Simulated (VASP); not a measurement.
# Si8NO14 (a cell with a defect) in VASP: a series of runs

Si8NO14 (a cell with a defect) is run at these levels: PBE; tasks: single point.

All numbers are computed with VASP 6.6.1; they aren't measurements. Logs are shortened: lines on timing, memory, paths and dates and some standing lists are left out, and cuts for length are marked.

## 1. The cell of the first run

The cell holds a defect, 23 atoms: a = 5.893 Å, b = 5.893 Å, c = 5.329 Å, α = 90.00°, β = 90.00°, γ = 90.00°.

## 2. Single point, PBE

File INCAR:

```
SYSTEM = Si8NO14
PREC = Accurate
ENCUT = 520
EDIFF = 1E-6
ISMEAR = 0
SIGMA = 0.05
LREAL = Auto
LASPH = .True.
NELM = 100
ALGO = Normal
ISIF = 2
LWAVE = .False.
LCHARG = .False.
GGA = PE
NELECT = 122.0
NBANDS = 78
```

File KPOINTS:

```
regular mesh
0
Gamma
  2 2 2
  0 0 0
```

File POSCAR:

```
Si8NO14
1.0
   -4.1667000000     -4.1667000000      0.0000000000
    4.1667000000     -4.1667000000      0.0000000000
    0.0000000000      0.0000000000      5.3290000000
Si O N
8 14 1
Direct
    0.4986420866      0.4998357856      0.0010553281
   -0.0013590303      0.4944907682      0.2512187635
    0.4986418260      0.4998364680      0.5013763965
   -0.0013580555      0.5042238232      0.7512136082
   -0.0013598338      0.0021455273      0.0153397332
    0.4986414615     -0.0020185311      0.2512179589
   -0.0013617621      0.0021032183      0.4870358910
    0.4986409707     -0.0059531344      0.7512149731
    0.1960932304      0.5104660543     -0.0013109439
    0.8011877595      0.5104646039     -0.0013130572
    0.1960961967      0.5104570717      0.5037446775
   -0.0013595970      0.1979615567      0.7512118665
    0.8011856745      0.5104545116      0.5037469300
   -0.0013597641      0.8087718304      0.7512196959
    0.6901858976     -0.0063404580      0.0008970370
    0.4986417159      0.6925414477      0.2512137504
    0.3070988569     -0.0063406032      0.0008973466
    0.4986399653      0.3046255194      0.2512163269
    0.6901831967     -0.0063404941      0.5015347237
    0.4986395137      0.6919267771      0.7512168618
    0.3070991719     -0.0063419571      0.5015338589
    0.4986395377      0.3029182380      0.7512174572
   -0.0013581186      0.2003861764      0.2512169162
```

Potentials or basis: VASP PAW PBE potentials, release 64 (Si, O, N).

Started as:

```sh
$ cat potpaw_PBE.64/Si/POTCAR potpaw_PBE.64/O/POTCAR potpaw_PBE.64/N/POTCAR > POTCAR
$ mpirun -np 1 vasp_std > vasp.out
```

OUTCAR:

```text
SYSTEM = Si8NO14
   PREC = Accurate
   ENCUT = 520
   EDIFF = 1E-6
   ISMEAR = 0
   LREAL = Auto
   LASPH = .True.
   NELM = 100
   ISIF = 2
   GGA = PE
   NELECT = 122.0

 ion  position               nearest neighbor table
   1  0.499  0.500  0.001-  20 1.75  16 1.75  18 1.76  22 1.77  10 1.78   9 1.78   3 2.66   3 2.67

   2  0.999  0.494  0.251-  23 1.73  11 1.78   9 1.78  13 1.78  10 1.78   4 2.67   4 2.67
   3  0.499  0.500  0.501-  20 1.75  16 1.75  18 1.76  22 1.77  13 1.78  11 1.78   1 2.66   1 2.67

   4  0.999  0.504  0.751-  13 1.76  11 1.76   9 1.76  10 1.76  14 1.79  12 1.80   2 2.67   2 2.67

   5  0.999  0.002  0.015-  23 1.72  14 1.81  15 1.82  17 1.82  12 1.82   7 2.51   7 2.82
   6  0.499  0.998  0.251-  21 1.75  19 1.75  17 1.75  15 1.75  16 1.80  18 1.81   8 2.66   8 2.66

   7  0.999  0.002  0.487-  23 1.72  14 1.81  19 1.82  21 1.82  12 1.82   5 2.51   5 2.82
   8  0.499  0.994  0.751-  19 1.74  21 1.74  17 1.74  15 1.74  20 1.78  22 1.82   6 2.66   6 2.66

   9  0.196  0.510  0.999-   4 1.76   2 1.78   1 1.78
  10  0.801  0.510  0.999-   4 1.76   2 1.78   1 1.78
  11  0.196  0.510  0.504-   4 1.76   2 1.78   3 1.78
  12  0.999  0.198  0.751-   4 1.80   5 1.82   7 1.82
  13  0.801  0.510  0.504-   4 1.76   2 1.78   3 1.78
  14  0.999  0.809  0.751-   4 1.79   5 1.81   7 1.81
  15  0.690  0.994  0.001-   8 1.74   6 1.75   5 1.82
  16  0.499  0.693  0.251-   1 1.75   3 1.75   6 1.80
  17  0.307  0.994  0.001-   8 1.74   6 1.75   5 1.82
  18  0.499  0.305  0.251-   3 1.76   1 1.76   6 1.81
  19  0.690  0.994  0.502-   8 1.74   6 1.75   7 1.82
  20  0.499  0.692  0.751-   1 1.75   3 1.75   8 1.78
  21  0.307  0.994  0.502-   8 1.74   6 1.75   7 1.82
  22  0.499  0.303  0.751-   1 1.77   3 1.77   8 1.82
  23  0.999  0.200  0.251-   7 1.72   5 1.72   2 1.73

  LATTYP: Found a simple tetragonal cell.
 ALAT       =     5.8926036503
 C/A-ratio  =     0.9043540540

  Lattice vectors:

 A1 = (  -4.1667000000,  -4.1667000000,   0.0000000000)
 A2 = (   4.1667000000,  -4.1667000000,   0.0000000000)
 A3 = (   0.0000000000,   0.0000000000,   5.3290000000)

Analysis of symmetry for initial positions (statically):
=====================================================================
 Subroutine PRICEL returns:
 Original cell was already a primitive cell.

 Routine SETGRP: Setting up the symmetry group for a
 simple tetragonal supercell.

 Subroutine GETGRP returns: Found  2 space group operations
 (whereof  1 operations were pure point group operations)
 out of a pool of 16 trial point group operations.

The static configuration has the point symmetry C_1 .
 The point group associated with its full space group is C_1h.

Analysis of symmetry for dynamics (positions and initial velocities):
=====================================================================
 Subroutine PRICEL returns:
 Original cell was already a primitive cell.

 Routine SETGRP: Setting up the symmetry group for a
 simple tetragonal supercell.

 Subroutine GETGRP returns: Found  2 space group operations
 (whereof  1 operations were pure point group operations)
 out of a pool of 16 trial point group operations.

The dynamic configuration has the point symmetry C_1 .
 The point group associated with its full space group is C_1h.

 Subroutine INISYM returns: Found  2 space group operations
 (whereof  1 operations are pure point group operations),
 and found     1 'primitive' translations

----------------------------------------------------------------------------------------

                                     Primitive cell

  volume of cell :     185.0377

  direct lattice vectors                    reciprocal lattice vectors
    -4.166700000 -4.166700000  0.000000000    -0.119999040 -0.119999040  0.000000000
     4.166700000 -4.166700000  0.000000000     0.119999040 -0.119999040  0.000000000
     0.000000000  0.000000000  5.329000000     0.000000000  0.000000000  0.187652468

  length of vectors
     5.892603650  5.892603650  5.329000000     0.169704270  0.169704270  0.187652468

  position of ions in fractional coordinates (direct lattice)
     0.498642087  0.499835786  0.001055328
     0.998640970  0.494490768  0.251218763
     0.498641826  0.499836468  0.501376396
     0.998641945  0.504223823  0.751213608
     0.998640166  0.002145527  0.015339733
     0.498641462  0.997981469  0.251217959
[... 15 lines left out ...]
     0.498639538  0.302918238  0.751217457
     0.998641881  0.200386176  0.251216916

  ion indices of the primitive-cell ions
   primitive index   ion index
                 1           1
                 2           2
                 3           3
                 4           4
                 5           5
                 6           6
[... 15 lines left out ...]
                22          22
                23          23

----------------------------------------------------------------------------------------

 KPOINTS: regular mesh

Automatic generation of k-mesh.
 Grid dimensions read from file:
 generate k-points for:    2    2    2

 Generating k-lattice:

  Cartesian coordinates                     Fractional coordinates (reciprocal lattice)
    -0.059999520 -0.059999520  0.000000000     0.500000000  0.000000000  0.000000000
     0.059999520 -0.059999520  0.000000000     0.000000000  0.500000000  0.000000000
     0.000000000  0.000000000  0.093826234     0.000000000  0.000000000  0.500000000

  Length of vectors
     0.084852135  0.084852135  0.093826234

  Shift w.r.t. Gamma in fractional coordinates (k-lattice)
     0.000000000  0.000000000  0.000000000

 Subroutine IBZKPT returns following result:
 ===========================================

 Found      8 irreducible k-points:

 Following reciprocal coordinates:
            Coordinates               Weight
  0.000000  0.000000  0.000000      1.000000
  0.500000  0.000000  0.000000      1.000000
  0.000000  0.500000  0.000000      1.000000
  0.500000  0.500000  0.000000      1.000000
  0.000000  0.000000  0.500000      1.000000
  0.500000  0.000000  0.500000      1.000000
  0.000000  0.500000  0.500000      1.000000
  0.500000  0.500000  0.500000      1.000000
   k-points           NKPTS =      8   k-points in BZ     NKDIM =      8   number of bands    NBANDS=     78
   number of dos      NEDOS =    301   number of ions     NIONS =     23
   total plane-waves  NPLWV =  92160
   dimension x,y,z NGX =    48 NGY =   48 NGZ =   40
   dimension x,y,z NGXF=    96 NGYF=   96 NGZF=   80
   ions per type =               8  14   1
   NGX,Y,Z   is equivalent  to a cutoff of  13.54, 13.54, 12.48 a.u.
   NGXF,Y,Z  is equivalent  to a cutoff of  27.08, 27.08, 24.96 a.u.
 SYSTEM =  Si8NO14
   PREC   = accura    normal or accurate (medium, high low for compatibility)
   ISTART =      0    job   : 0-new  1-cont  2-samecut
   ICHARG =      2    charge: 1-file 2-atom 10-const
   ISPIN  =      1    spin polarized calculation?
   LNONCOLLINEAR =      F non collinear calculations
   LSORBIT =      F    spin-orbit coupling
   LASPH  =      T    aspherical Exc in radial PAW
   ENCUT  =  520.0 eV  38.22 Ry    6.18 a.u.  10.96 10.96  9.91*2*pi/ulx,y,z
   NELM   =    100;   NELMIN=  2; NELMDL= -5     # of ELM steps
   EDIFF  = 0.1E-05   stopping-criterion for ELM
   LREAL  =      T    real-space projection
   EDIFFG = 0.1E-04   stopping-criterion for IOM
   NSW    =      0    number of steps for IOM
   IBRION =     -1    ionic relax: 0-MD 1-quasi-New 2-CG
   NFREE  =      0    steps in history (QN), initial steepest desc. (CG)
   ISIF   =      2    stress and relaxation
   ISYM   =      2    0-nonsym 1-usesym 2-fastsym
   POTIM  = 0.5000    time-step for ionic-motion
   TEBEG  =    0.0;   TEEND  =   0.0 temperature during run
   PSTRESS=    0.0 pullay stress
   NELECT =     122.0000    total number of electrons
   NUPDOWN=      -1.0000    fix difference up-down
   EMIN   =  10.00;   EMAX   =-10.00  energy-range for DOS
   EFERMI =   0.00;   METHOD = LEGACY
   ISMEAR =     0;   SIGMA  =   0.05  broadening in eV -4-tet -1-fermi 0-gaus
   EFERMI_NEDOS =   21; number of points for ismear=-14 and -15
   IALGO  =     38    algorithm
   IMIX   =      4    mixing-type and parameters
     AMIX     =   0.40;   BMIX     =  1.00
     AMIX_MAG =   1.60;   BMIX_MAG =  1.00
  volume/ion in A,a.u.               =       8.05        54.29
  Fermi-wavevector in a.u.,A,eV,Ry     =   1.424868  2.692611 27.623222  2.030250
  Thomas-Fermi vector in A             =   2.545313
   LORBIT       =      0    0 simple, 1 ext, 2 COOP (PROOUT), +10 PAW based schemes
   GGA     = PE    functional components
   LHFCALC =     F    Hartree Fock is set to
   AEXX    =    0.0000 exact exchange contribution
   IVDW    =     0    specifies the selected vdW correction
   LEPSILON=     F    determine dielectric tensor
   LRPA    =     F    only Hartree local field effects (RPA)
 non-spin polarized calculation
 Gauss-broadening in eV      SIGMA  =   0.05
  energy-cutoff  :      520.00
  volume of cell :      185.04
 maximum number of plane-waves:      5000
 NGX is ok and might be reduce to    48
   NGX = 21   NGY = 21   NGZ = 19

 number of electron     121.9999956 magnetization

 Free energy of the ion-electron system (eV)
  ---------------------------------------------------
  ext. energy  EPLUGINS =         0.00000000
  ---------------------------------------------------
  free energy    TOTEN  =      -163.48691608 eV

  energy without entropy =     -163.48691608  energy(sigma->0) =     -163.48691608

 E-fermi :  10.2741     XC(G=0): -12.1921

 val. band max:       10.0392577279   @ k =   0.5000   0.5000   0.5000
 cond. band min:      12.8840215568   @ k =   0.0000   0.0000   0.5000
 fundamental gap:      2.8447638289
 Fermi energy:        10.2741198385

 k-point     1 :       0.0000    0.0000    0.0000
  band No.  band energies     occupation
      1     -14.6167      2.00000
      2     -12.9575      2.00000
      3     -12.3545      2.00000
      4     -12.1223      2.00000
      5     -12.0434      2.00000
      6     -11.6664      2.00000
[... 65 lines left out ...]
     72      17.2191      0.00000
     73      18.2049      0.00000

 k-point     2 :       0.5000    0.0000    0.0000
  band No.  band energies     occupation
      1     -14.3469      2.00000
      2     -13.3314      2.00000
      3     -12.5071      2.00000
      4     -12.1407      2.00000
      5     -11.8853      2.00000
      6     -11.8723      2.00000
[... 65 lines left out ...]
     72      16.9825      0.00000
     73      17.2539      0.00000

 k-point     3 :       0.0000    0.5000    0.0000
  band No.  band energies     occupation
      1     -14.1439      2.00000
      2     -13.8304      2.00000
      3     -12.1780      2.00000
      4     -12.0324      2.00000
      5     -11.9405      2.00000
      6     -11.7764      2.00000
[... 369 lines left out ...]
     72      18.3619      0.00000
     73      18.6685      0.00000

 k-point     8 :       0.5000    0.5000    0.5000
  band No.  band energies     occupation
      1     -13.1338      2.00000
      2     -13.0848      2.00000
      3     -12.9482      2.00000
      4     -12.9453      2.00000
      5     -12.6823      2.00000
      6     -12.2993      2.00000
[... 65 lines left out ...]
     72      18.3510      0.00000
     73      18.4216      0.00000
 [bands above 73 left out]

------------------------ aborting loop because EDIFF is reached ----------------------------------------

  FORCE on cell =-STRESS in cart. coord.  units (eV):
  Direction    XX          YY          ZZ          XY          YZ          ZX
  --------------------------------------------------------------------------------------
  -------------------------------------------------------------------------------------
  Total       28.6758461     28.6758461     29.1427736      4.3206210      0.0055546     -0.0055546
  in kB      248.2942388    248.2942388    252.3372022     37.4107632      0.0480956     -0.0480957
  external PRESSURE =     249.6418933 kB  Pullay stress =       0.0000000 kB

 VOLUME and BASIS-vectors are now :
 -----------------------------------------------------------------------------
  energy-cutoff  :      520.00
  volume of cell :      185.04
      direct lattice vectors                 reciprocal lattice vectors
    -4.166700000 -4.166700000  0.000000000    -0.119999040 -0.119999040  0.000000000
     4.166700000 -4.166700000  0.000000000     0.119999040 -0.119999040  0.000000000
     0.000000000  0.000000000  5.329000000     0.000000000  0.000000000  0.187652468

 POSITION                                       TOTAL-FORCE (eV/Angst)
 -----------------------------------------------------------------------------------
      0.00497     -4.16036      0.00562         0.000840     -0.000840     -0.000682
     -2.10064     -6.22143      1.33874        -0.010574      0.010574      0.000537
      0.00498     -4.16036      2.67183         0.000557     -0.000557      0.003696
     -2.06009     -6.26199      4.00322        -0.003603      0.003603     -0.000280
     -4.15209     -4.16997      0.08175         0.008326     -0.008326      0.026535
      2.08060     -6.23598      1.33874         0.005825     -0.005825     -0.001188
[... 15 lines left out ...]
     -0.81551     -3.33985      4.00324        -0.015416      0.015416      0.001147
     -3.32609     -4.99599      1.33873         0.003087     -0.003087     -0.001411
 -----------------------------------------------------------------------------------
    total drift:                               -0.077651     -0.068575      0.009910

  FREE ENERGIE OF THE ION-ELECTRON SYSTEM (eV)
  ---------------------------------------------------
  free  energy   TOTEN  =      -163.4869160794 eV

  energy  without entropy=     -163.4869160794  energy(sigma->0) =     -163.48691608
```

Run time: 77 s. Hardware: 1 thread of Intel Xeon 6975P-C (Granite Rapids), shared host; peak memory 0.32 GiB.

Results:

```
Free energy   : -163.4869 eV
Largest force : 0.030 eV/Å
```

Forces in eV/Å, atoms in the order of the input:
```
Si   0.001 -0.001 -0.001
Si  -0.011  0.011  0.001
Si   0.001 -0.001  0.004
Si  -0.004  0.004  0.000
Si   0.008 -0.008  0.027
Si   0.006 -0.006 -0.001
Si   0.010 -0.010 -0.027
Si  -0.003  0.003  0.001
O   -0.007 -0.009 -0.002
O    0.009  0.007 -0.002
O   -0.008 -0.011 -0.001
O   -0.006  0.006 -0.002
O    0.011  0.008 -0.001
O   -0.001  0.001  0.003
O   -0.023 -0.017  0.000
O    0.016 -0.016  0.004
O    0.017  0.023  0.000
O   -0.013  0.013  0.000
O   -0.023 -0.017 -0.003
O    0.014 -0.014  0.003
O    0.017  0.023 -0.003
O   -0.015  0.015  0.001
N    0.003 -0.003 -0.001
```

Caveat: the k points lie up to 0.59 Å⁻¹ apart; the cell carries a net charge on a neutralising background, which shifts energy and pressure; the cell is charged against a uniform background, so pressure and absolute levels hang on convention.

(Part 1 of 2 ends here.)
